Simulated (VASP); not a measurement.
A run of VASP 6.6.1 is set up as follows.

The input INCAR:

```
SYSTEM = MoH3
PREC = Accurate
ENCUT = 520
EDIFF = 1E-6
ISMEAR = 0
SIGMA = 0.1
LREAL = .FALSE.
LASPH = .TRUE.
NELM = 100
ALGO = Normal
ISIF = 2
LWAVE = .FALSE.
LCHARG = .TRUE.
GGA = PE
LELF = .TRUE.
LVHAR = .TRUE.
NBANDS = 16
```

KPOINTS

```
regular mesh
0
G
  6 6 6
  0 0 0
```

POSCAR

```
MoH3
1.0
    0.0000000000      2.2574801389      2.2574801389
    2.2574801389      0.0000000000      2.2574801389
    2.2574801389      2.2574801389      0.0000000000
H Mo
3 1
Direct
    0.2500000000      0.2500000000      0.2500000000
    0.7500000000      0.7500000000      0.7500000000
    0.5000000000      0.5000000000      0.5000000000
    0.0000000000      0.0000000000      0.0000000000
```

Potentials or basis: VASP PAW PBE potentials, release 64 (H, Mo_sv).

Command:

```sh
$ cat potpaw_PBE.64/H/POTCAR potpaw_PBE.64/Mo_sv/POTCAR > POTCAR
$ mpirun -np 1 vasp_std > vasp.out
```

Question: Estimate the band gap on the k mesh.

Answer: Zero (an odd number of electrons rules out a gap without spin polarisation).

Question: What does it give for the pressure?

Answer: -0.1 GPa.

Caveat: the k points lie up to 0.40 Å⁻¹ apart, too coarse for converged energies and pressures of a metal; an odd number of electrons without spin polarisation forces a metal; a magnetic or distorted state may lie lower.
